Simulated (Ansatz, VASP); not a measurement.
**Two plane-wave programs on ZrS2**

```
CELL_PARAMETERS angstrom
3.69138 0.00000 0.00000
-1.84569 3.19683 0.00000
0.00000 0.00000 6.04108
ATOMIC_POSITIONS crystal
Zr 0.00000 0.00000 0.00000
S 0.66667 0.33333 0.76209
S 0.33333 0.66667 0.23791
```

Alike in both runs: task single point; functional PBE; k mesh 6 × 6 × 2; no spin polarisation.

|  | VASP | Ansatz |
| --- | --- | --- |
| version | VASP 6.6.1 | Ansatz 0.2.0 |
| potentials or method | VASP PAW PBE potentials, release 64 (Zr_sv, S) | plane waves, PAW |
| plane-wave cutoff (eV) | 500 | 420 |
| occupations | gaussian, width 0.01 eV | fixed |
| valence electrons in the cell | 24 | 24 |

|  | VASP | Ansatz | Ansatz less VASP |
| --- | --- | --- | --- |
| gap on the k mesh at the Fermi level (eV) | 1.07 | 1.07 | -0.003 |

The k mesh is coarse, so the values compare programs but aren't converged.
